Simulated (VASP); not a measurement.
Wanted: the native input for a VASP 6.6.1 run.

```yaml
Task: single point
Functional: PBE
Potentials_or_basis: VASP PAW PBE potentials, release 64 (Ti_sv, Ta_pv, N)
Cutoff: 520 eV
k_mesh: 12 × 12 × 4
Occupations: gaussian, width 0.1 eV
Spin: no spin polarisation
Dipole_correction: no
Further_INCAR_settings: ALGO = Normal; EDIFF = 1e-06; NBANDS = 42
```

The structure of Ta3TiN4 lies in POSCAR:

```
Ta3TiN4
1.0
    2.8455040547     -0.0000000279      0.0000000000
   -1.4227520032      2.4642788119      0.0000000000
    0.0000000000      0.0000000000     11.0778640495
Ti Ta N
1 3 4
Direct
    0.0000000000      0.0000000000      0.5000000000
    0.0000000000      0.0000000000      0.0000000000
    0.0000000000      0.0000000000      0.2555529906
    0.0000000000      0.0000000000      0.7444470094
    0.6666666667      0.3333333333      0.8727585868
    0.6666666667      0.3333333333      0.1272414132
    0.6666666667      0.3333333333      0.3799967499
    0.6666666667      0.3333333333      0.6200032501
```

The input as run:

INCAR

```
SYSTEM = Ta3TiN4
  PREC = Accurate
  ENCUT = 520
  EDIFF = 1E-6
  ISMEAR = 0
  SIGMA = 0.1
  LREAL = .False.
  LASPH = .True.
  NELM = 100
  ALGO = Normal
  ISIF = 2
  LWAVE = .False.
  LCHARG = .True.
  GGA = PE
  LELF = .True.
  LVHAR = .True.
  NBANDS = 42
```

KPOINTS

```
Automatic mesh
0
Gamma
  12 12 4
  0 0 0
```

Potentials or basis: VASP PAW PBE potentials, release 64 (Ti_sv, Ta_pv, N).

The run is started by

```console
$ cat potpaw_PBE.64/Ti_sv/POTCAR potpaw_PBE.64/Ta_pv/POTCAR potpaw_PBE.64/N/POTCAR > POTCAR
$ mpirun -np 1 vasp_std > vasp.out
```

Results of the run:

| Item | Value |
| --- | --- |
| Pressure | 36.8 GPa |
| Largest force | 0.035 eV/Å |
| Band gap on the k mesh | zero (an odd number of electrons rules out a gap without spin polarisation) |

Caveat: the cell stands under pressure; spin-orbit coupling is left out, which moves the levels of the heavy elements.

It took 110 s on 1 thread of Intel(R) Xeon(R) 6975P-C (Granite Rapids) (shared host), peak memory 0.31 GiB.
